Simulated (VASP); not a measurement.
# Ca (Pm-3m) in VASP: notebook

The runs below take Ca through single point, with PBE.

All numbers are computed with VASP 6.6.1; they aren't measurements. Logs are shortened: lines on timing, memory, paths and dates and some standing lists are left out, and cuts for length are marked.

## (1) The cell of the first run

The structure is cubic, space group Pm-3m (No. 221). Conventional cell: a = 2.595 Å, b = 2.595 Å, c = 2.595 Å, α = 90.00°, β = 90.00°, γ = 90.00°. Within 3.4 Å of Ca (site symmetry m-3m) lie 6 Ca at 2.60 Å.

## (2) Single point, PBE (volume scaled by 0.4)

Input file INCAR:

```
SYSTEM = Ca
PREC = Accurate ; ENCUT = 520
EDIFF = 1E-6 ; ISMEAR = -1
SIGMA = 0.1 ; LREAL = .FALSE.
LASPH = .TRUE. ; NELM = 80
ALGO = Normal ; ISIF = 2
LWAVE = .FALSE. ; LCHARG = .TRUE.
GGA = PE ; LELF = .TRUE.
LVHAR = .TRUE. ; NBANDS = 11
```

Input file KPOINTS:

```
regular mesh
0
G
  12 12 12
  0 0 0
```

Input file POSCAR:

```
Ca
1.0
    2.5951491859      0.0000000000      0.0000000000
    0.0000000000      2.5951491859      0.0000000000
    0.0000000000      0.0000000000      2.5951491859
Ca
1
Direct
    0.0000000000      0.0000000000      0.0000000000
```

Potentials or basis: VASP PAW PBE potentials, release 64 (Ca_sv).

Launch:

```sh
cat potpaw_PBE.64/Ca_sv/POTCAR > POTCAR
mpirun -np 1 vasp_std > vasp.out
```

OUTCAR:

```text
SYSTEM = Ca
   PREC = Accurate
   ENCUT = 520
   EDIFF = 1E-6
   ISMEAR = -1
   LREAL = .FALSE.
   LASPH = .TRUE.
   NELM = 80
   ISIF = 2
   GGA = PE

 ion  position               nearest neighbor table
   1  0.000  0.000  0.000-

  LATTYP: Found a simple cubic cell.
 ALAT       =     2.5951491859

  Lattice vectors:

 A1 = (   2.5951491859,   0.0000000000,   0.0000000000)
 A2 = (   0.0000000000,   2.5951491859,   0.0000000000)
 A3 = (   0.0000000000,   0.0000000000,   2.5951491859)

Analysis of symmetry for initial positions (statically):
=====================================================================
 Subroutine PRICEL returns:
 Original cell was already a primitive cell.

 Routine SETGRP: Setting up the symmetry group for a
 simple cubic supercell.

 Subroutine GETGRP returns: Found 48 space group operations
 (whereof 48 operations were pure point group operations)
 out of a pool of 48 trial point group operations.

The static configuration has the point symmetry O_h .

Analysis of symmetry for dynamics (positions and initial velocities):
=====================================================================
 Subroutine PRICEL returns:
 Original cell was already a primitive cell.

 Routine SETGRP: Setting up the symmetry group for a
 simple cubic supercell.

 Subroutine GETGRP returns: Found 48 space group operations
 (whereof 48 operations were pure point group operations)
 out of a pool of 48 trial point group operations.

The dynamic configuration has the point symmetry O_h .

 Subroutine INISYM returns: Found 48 space group operations
 (whereof 48 operations are pure point group operations),
 and found     1 'primitive' translations

----------------------------------------------------------------------------------------

                                     Primitive cell

  volume of cell :      17.4778

  direct lattice vectors                    reciprocal lattice vectors
     2.595149186  0.000000000  0.000000000     0.385334302  0.000000000  0.000000000
     0.000000000  2.595149186  0.000000000     0.000000000  0.385334302  0.000000000
     0.000000000  0.000000000  2.595149186     0.000000000  0.000000000  0.385334302

  length of vectors
     2.595149186  2.595149186  2.595149186     0.385334302  0.385334302  0.385334302

  position of ions in fractional coordinates (direct lattice)
     0.000000000  0.000000000  0.000000000

  ion indices of the primitive-cell ions
   primitive index   ion index
                 1           1

----------------------------------------------------------------------------------------

 KPOINTS: regular mesh

Automatic generation of k-mesh.
 Grid dimensions read from file:
 generate k-points for:   12   12   12

 Generating k-lattice:

  Cartesian coordinates                     Fractional coordinates (reciprocal lattice)
     0.032111192  0.000000000  0.000000000     0.083333333  0.000000000  0.000000000
     0.000000000  0.032111192  0.000000000     0.000000000  0.083333333  0.000000000
     0.000000000  0.000000000  0.032111192     0.000000000  0.000000000  0.083333333

  Length of vectors
     0.032111192  0.032111192  0.032111192

  Shift w.r.t. Gamma in fractional coordinates (k-lattice)
     0.000000000  0.000000000  0.000000000

 Subroutine IBZKPT returns following result:
 ===========================================

 Found     84 irreducible k-points:

 Following reciprocal coordinates:
            Coordinates               Weight
  0.000000  0.000000  0.000000      1.000000
  0.083333  0.000000  0.000000      6.000000
  0.166667  0.000000  0.000000      6.000000
  0.250000  0.000000  0.000000      6.000000
  0.333333  0.000000  0.000000      6.000000
  0.416667  0.000000  0.000000      6.000000
[... 16 lines left out ...]
  0.333333  0.333333  0.000000     12.000000
  0.416667  0.333333  0.000000     24.000000
 [... further k-points ...]
   k-points           NKPTS =     84   k-points in BZ     NKDIM =     84   number of bands    NBANDS=     11
   number of dos      NEDOS =    301   number of ions     NIONS =      1
   total plane-waves  NPLWV =   8000
   dimension x,y,z NGX =    20 NGY =   20 NGZ =   20
   dimension x,y,z NGXF=    40 NGYF=   40 NGZF=   40
   ions per type =               1
   NGX,Y,Z   is equivalent  to a cutoff of  12.81, 12.81, 12.81 a.u.
   NGXF,Y,Z  is equivalent  to a cutoff of  25.62, 25.62, 25.62 a.u.
 SYSTEM =  Ca
   PREC   = accura    normal or accurate (medium, high low for compatibility)
   ISTART =      0    job   : 0-new  1-cont  2-samecut
   ICHARG =      2    charge: 1-file 2-atom 10-const
   ISPIN  =      1    spin polarized calculation?
   LNONCOLLINEAR =      F non collinear calculations
   LSORBIT =      F    spin-orbit coupling
   LASPH  =      T    aspherical Exc in radial PAW
   ENCUT  =  520.0 eV  38.22 Ry    6.18 a.u.   4.83  4.83  4.83*2*pi/ulx,y,z
   NELM   =     80;   NELMIN=  2; NELMDL= -5     # of ELM steps
   EDIFF  = 0.1E-05   stopping-criterion for ELM
   LREAL  =      F    real-space projection
   EDIFFG = 0.1E-04   stopping-criterion for IOM
   NSW    =      0    number of steps for IOM
   IBRION =     -1    ionic relax: 0-MD 1-quasi-New 2-CG
   NFREE  =      0    steps in history (QN), initial steepest desc. (CG)
   ISIF   =      2    stress and relaxation
   ISYM   =      2    0-nonsym 1-usesym 2-fastsym
   POTIM  = 0.5000    time-step for ionic-motion
   TEBEG  =    0.0;   TEEND  =   0.0 temperature during run
   PSTRESS=    0.0 pullay stress
   NELECT =      10.0000    total number of electrons
   NUPDOWN=      -1.0000    fix difference up-down
   EMIN   =  10.00;   EMAX   =-10.00  energy-range for DOS
   EFERMI =   0.00;   METHOD = LEGACY
   ISMEAR =    -1;   SIGMA  =   0.10  broadening in eV -4-tet -1-fermi 0-gaus
   EFERMI_NEDOS =   21; number of points for ismear=-14 and -15
   IALGO  =     38    algorithm
   IMIX   =      4    mixing-type and parameters
     AMIX     =   0.40;   BMIX     =  1.00
     AMIX_MAG =   1.60;   BMIX_MAG =  1.00
  volume/ion in A,a.u.               =      17.48       117.95
  Fermi-wavevector in a.u.,A,eV,Ry     =   1.359083  2.568294 25.131394  1.847105
  Thomas-Fermi vector in A             =   2.485861
   LORBIT       =      0    0 simple, 1 ext, 2 COOP (PROOUT), +10 PAW based schemes
   GGA     = PE    functional components
   LHFCALC =     F    Hartree Fock is set to
   AEXX    =    0.0000 exact exchange contribution
   IVDW    =     0    specifies the selected vdW correction
   LEPSILON=     F    determine dielectric tensor
   LRPA    =     F    only Hartree local field effects (RPA)
 non-spin polarized calculation
  energy-cutoff  :      520.00
  volume of cell :       17.48
 maximum number of plane-waves:       487
 NGX is ok and might be reduce to    20
   NGX =  9   NGY =  9   NGZ =  9

 number of electron      10.0000005 magnetization

 Free energy of the ion-electron system (eV)
  ---------------------------------------------------
  ext. energy  EPLUGINS =         0.00000000
  ---------------------------------------------------
  free energy    TOTEN  =         0.32464879 eV

  energy without entropy =        0.33644498  energy(sigma->0) =        0.33054688

 E-fermi :   6.6442     XC(G=0): -11.0772

 val. band max:        6.5450984266   @ k =   0.4167   0.4167   0.4167
 cond. band min:       6.6521964720   @ k =   0.5000   0.1667   0.0833
 fundamental gap:      0.1070980454
 Fermi energy:         6.6442014788

 k-point     1 :       0.0000    0.0000    0.0000
  band No.  band energies     occupation
      1     -34.8949      2.00000
      2     -14.4402      2.00000
      3     -14.4402      2.00000
      4     -14.4402      2.00000
      5       2.5038      2.00000
      6       6.6642      0.90050
      7       6.6642      0.90050
      8      14.6886      0.00000
      9      14.6886      0.00000
     10      14.6886      0.00000
     11      24.0078      0.00000

 k-point     2 :       0.0833    0.0000    0.0000
  band No.  band energies     occupation
      1     -34.8643      2.00000
      2     -14.6405      2.00000
      3     -14.4233      2.00000
      4     -14.4233      2.00000
      5       2.7324      2.00000
      6       6.7333      0.58166
      7       6.9078      0.13370
      8      14.3722      0.00000
      9      14.3722      0.00000
     10      14.7105      0.00000
     11      22.9074      0.00000

 k-point     3 :       0.1667    0.0000    0.0000
  band No.  band energies     occupation
      1     -34.7794      2.00000
      2     -15.1633      2.00000
      3     -14.3768      2.00000
      4     -14.3768      2.00000
      5       3.3424      2.00000
      6       6.9289      0.10973
      7       7.5702      0.00019
      8      13.6082      0.00000
      9      13.6082      0.00000
     10      14.7708      0.00000
     11      20.9864      0.00000

 k-point     4 :       0.2500    0.0000    0.0000
  band No.  band energies     occupation
      1     -34.6604      2.00000
      2     -15.8293      2.00000
      3     -14.3125      2.00000
      4     -14.3125      2.00000
      5       4.1917      2.00000
      6       7.2133      0.00673
      7       8.3852      0.00000
      8      12.7242      0.00000
      9      12.7242      0.00000
     10      14.8544      0.00000
     11      19.3878      0.00000

 k-point     5 :       0.3333    0.0000    0.0000
  band No.  band energies     occupation
      1     -34.5377      2.00000
      2     -16.4515      2.00000
      3     -14.2472      2.00000
      4     -14.2472      2.00000
      5       5.1755      2.00000
      6       7.5213      0.00031
      7       8.8600      0.00000
      8      11.9595      0.00000
      9      11.9595      0.00000
     10      14.9395      0.00000
     11      18.6049      0.00000
[... 211 lines left out ...]
 k-point    21 :       0.4167    0.2500    0.0000
  band No.  band energies     occupation
      1     -34.2269      2.00000
      2     -16.6442      2.00000
      3     -15.4520      2.00000
      4     -14.0821      2.00000
      5       5.5839      1.99995
      6       7.9097      0.00001
      7      10.4120      0.00000
      8      11.8387      0.00000
      9      12.6987      0.00000
     10      13.3698      0.00000
     11      18.4760      0.00000

 k-point    22 :       0.5000    0.2500    0.0000
  band No.  band energies     occupation
      1     -34.1938      2.00000
      2     -16.7921      2.00000
      3     -15.4244      2.00000
      4     -14.0651      2.00000
      5       5.5661      1.99996
      6       7.9842      0.00000
      7      10.4349      0.00000
      8      11.6749      0.00000
      9      12.9936      0.00000
     10      13.4108      0.00000
     11      18.2954      0.00000

 k-point    23 :       0.3333    0.3333    0.0000
  band No.  band energies     occupation
      1     -34.2000      2.00000
      2     -16.1560      2.00000
      3     -16.0653      2.00000
      4     -14.0676      2.00000
      5       5.1498      2.00000
      6       8.0039      0.00000
      7      11.6706      0.00000
      8      12.2169      0.00000
      9      12.3784      0.00000
     10      12.6814      0.00000
     11      18.7156      0.00000

 k-point    24 :       0.4167    0.3333    0.0000
  band No.  band energies     occupation
      1     -34.1129      2.00000
      2     -16.5187      2.00000
      3     -16.0218      2.00000
      4     -14.0227      2.00000
      5       4.7618      2.00000
      6       8.2895      0.00000
      7      12.0447      0.00000
      8      12.0859      0.00000
      9      12.6902      0.00000
     10      13.2202      0.00000
     11      18.0379      0.00000

 [... further k-points ...]

------------------------ aborting loop because EDIFF is reached ----------------------------------------

  FORCE on cell =-STRESS in cart. coord.  units (eV):
  Direction    XX          YY          ZZ          XY          YZ          ZX
  --------------------------------------------------------------------------------------
  -------------------------------------------------------------------------------------
  Total        5.0597238      5.0597238      5.0597238     -0.0000000      0.0000000     -0.0000000
  in kB      463.8209956    463.8209956    463.8209956     -0.0000000      0.0000000     -0.0000000
  external PRESSURE =     463.8209956 kB  Pullay stress =       0.0000000 kB

 VOLUME and BASIS-vectors are now :
 -----------------------------------------------------------------------------
  energy-cutoff  :      520.00
  volume of cell :       17.48
      direct lattice vectors                 reciprocal lattice vectors
     2.595149186  0.000000000  0.000000000     0.385334302  0.000000000  0.000000000
     0.000000000  2.595149186  0.000000000     0.000000000  0.385334302  0.000000000
     0.000000000  0.000000000  2.595149186     0.000000000  0.000000000  0.385334302

 POSITION                                       TOTAL-FORCE (eV/Angst)
 -----------------------------------------------------------------------------------
      0.00000      0.00000      0.00000         0.000000      0.000000      0.000000
 -----------------------------------------------------------------------------------
    total drift:                               -0.000000      0.000000      0.000000

  FREE ENERGIE OF THE ION-ELECTRON SYSTEM (eV)
  ---------------------------------------------------
  free  energy   TOTEN  =         0.3246487865 eV

  energy  without entropy=        0.3364449833  energy(sigma->0) =        0.33054688
```

Run time: 5.2 s. Hardware: 1 thread of Intel Xeon 6975P-C (Granite Rapids), shared host; peak memory 0.13 GiB.

Results:

```yaml
Free_energy: 0.3246 eV
Pressure: 46.4 GPa
Band_gap_on_the_k_mesh: zero (band 5 reaches 7.33 eV, above the bottom of band 6 at 6.07 eV)
```

Levels at points of the mesh, in eV from the Fermi level:
```csv
k point,band 1,band 2,band 3,band 4,band 5,band 6,band 7,band 8,band 9,band 10
"(0.00, 0.00, 0.00)",-41.54,-21.08,-21.08,-21.08,-4.14,0.02,0.02,8.04,8.04,8.04
"(0.50, 0.00, 0.00)",-41.06,-23.68,-20.83,-20.83,0.15,1.21,1.63,4.63,4.63,8.38
"(0.50, 0.50, 0.00)",-40.61,-23.17,-23.17,-20.59,-2.88,2.24,5.47,5.47,7.86,7.86
"(0.50, 0.50, 0.50)",-40.19,-22.75,-22.75,-22.75,-0.57,-0.57,-0.57,7.63,10.19,10.19
```

## (3) Single point, PBE (volume scaled by 0.4)

Input file INCAR:

```
PREC = Accurate
ENCUT = 520
EDIFF = 1E-6
ISMEAR = -1
SIGMA = 0.1
LREAL = F
LASPH = T
NELM = 80
ALGO = Normal
ISIF = 2
LWAVE = F
LCHARG = T
GGA = PE
LELF = T
LVHAR = T
NBANDS = 11
```

Input file KPOINTS:

```
Automatic mesh
0
Gamma
  12 12 12
```

POSCAR is that of step 2.

Potentials or basis: VASP PAW PBE potentials, release 64 (Ca_sv).

Launch:

```sh
cat potpaw_PBE.64/Ca_sv/POTCAR > POTCAR
mpirun -np 1 vasp_std > vasp.out
```

OUTCAR:

```text
PREC = Accurate
   ENCUT = 520
   EDIFF = 1E-6
   ISMEAR = -1
   LREAL = F
   LASPH = T
   NELM = 80
   ISIF = 2
   GGA = PE

 ion  position               nearest neighbor table
   1  0.000  0.000  0.000-

  LATTYP: Found a simple cubic cell.
 ALAT       =     2.5951491859

  Lattice vectors:

 A1 = (   2.5951491859,   0.0000000000,   0.0000000000)
 A2 = (   0.0000000000,   2.5951491859,   0.0000000000)
 A3 = (   0.0000000000,   0.0000000000,   2.5951491859)

Analysis of symmetry for initial positions (statically):
=====================================================================
 Subroutine PRICEL returns:
 Original cell was already a primitive cell.

 Routine SETGRP: Setting up the symmetry group for a
 simple cubic supercell.

 Subroutine GETGRP returns: Found 48 space group operations
 (whereof 48 operations were pure point group operations)
 out of a pool of 48 trial point group operations.

The static configuration has the point symmetry O_h .

Analysis of symmetry for dynamics (positions and initial velocities):
=====================================================================
[... 165 lines left out ...]
      1     -34.8949      2.00000
      2     -14.4402      2.00000
      3     -14.4402      2.00000
      4     -14.4402      2.00000
      5       2.5038      2.00000
      6       6.6642      0.90050
      7       6.6642      0.90050
      8      14.6886      0.00000
      9      14.6886      0.00000
     10      14.6886      0.00000
     11      24.0078      0.00000
[... 309 lines left out ...]
 k-point    24 :       0.4167    0.3333    0.0000
  band No.  band energies     occupation
      1     -34.1129      2.00000
      2     -16.5187      2.00000
      3     -16.0218      2.00000
      4     -14.0227      2.00000
      5       4.7618      2.00000
      6       8.2895      0.00000
      7      12.0447      0.00000
      8      12.0859      0.00000
      9      12.6902      0.00000
     10      13.2202      0.00000
     11      18.0379      0.00000

 [... further k-points ...]

------------------------ aborting loop because EDIFF is reached ----------------------------------------

  FORCE on cell =-STRESS in cart. coord.  units (eV):
  Direction    XX          YY          ZZ          XY          YZ          ZX
  --------------------------------------------------------------------------------------
  -------------------------------------------------------------------------------------
  Total        5.0597238      5.0597238      5.0597238     -0.0000000      0.0000000     -0.0000000
  in kB      463.8209956    463.8209956    463.8209956     -0.0000000      0.0000000     -0.0000000
  external PRESSURE =     463.8209956 kB  Pullay stress =       0.0000000 kB

 VOLUME and BASIS-vectors are now :
 -----------------------------------------------------------------------------
  energy-cutoff  :      520.00
  volume of cell :       17.48
      direct lattice vectors                 reciprocal lattice vectors
     2.595149186  0.000000000  0.000000000     0.385334302  0.000000000  0.000000000
     0.000000000  2.595149186  0.000000000     0.000000000  0.385334302  0.000000000
     0.000000000  0.000000000  2.595149186     0.000000000  0.000000000  0.385334302

 POSITION                                       TOTAL-FORCE (eV/Angst)
 -----------------------------------------------------------------------------------
      0.00000      0.00000      0.00000         0.000000      0.000000      0.000000
 -----------------------------------------------------------------------------------
    total drift:                               -0.000000      0.000000      0.000000

  FREE ENERGIE OF THE ION-ELECTRON SYSTEM (eV)
  ---------------------------------------------------
  free  energy   TOTEN  =         0.3246487865 eV

  energy  without entropy=        0.3364449833  energy(sigma->0) =        0.33054688
```

It took 5.2 s on 1 thread of Intel Xeon 6975P-C (Granite Rapids), shared host; peak memory 0.13 GiB.

Results:

- Free energy: 0.3246 eV
- Pressure: 46.4 GPa
- Band gap on the k mesh: zero (band 5 reaches 7.33 eV, above the bottom of band 6 at 6.07 eV)

Levels at points of the mesh, in eV from the Fermi level:
```
           k point  band 1  band 2  band 3  band 4  band 5  band 6  band 7  band 8  band 9  band 10
(0.00, 0.00, 0.00)  -41.54  -21.08  -21.08  -21.08   -4.14    0.02    0.02    8.04    8.04     8.04
(0.50, 0.00, 0.00)  -41.06  -23.68  -20.83  -20.83    0.15    1.21    1.63    4.63    4.63     8.38
(0.50, 0.50, 0.00)  -40.61  -23.17  -23.17  -20.59   -2.88    2.24    5.47    5.47    7.86     7.86
(0.50, 0.50, 0.50)  -40.19  -22.75  -22.75  -22.75   -0.57   -0.57   -0.57    7.63   10.19    10.19
```
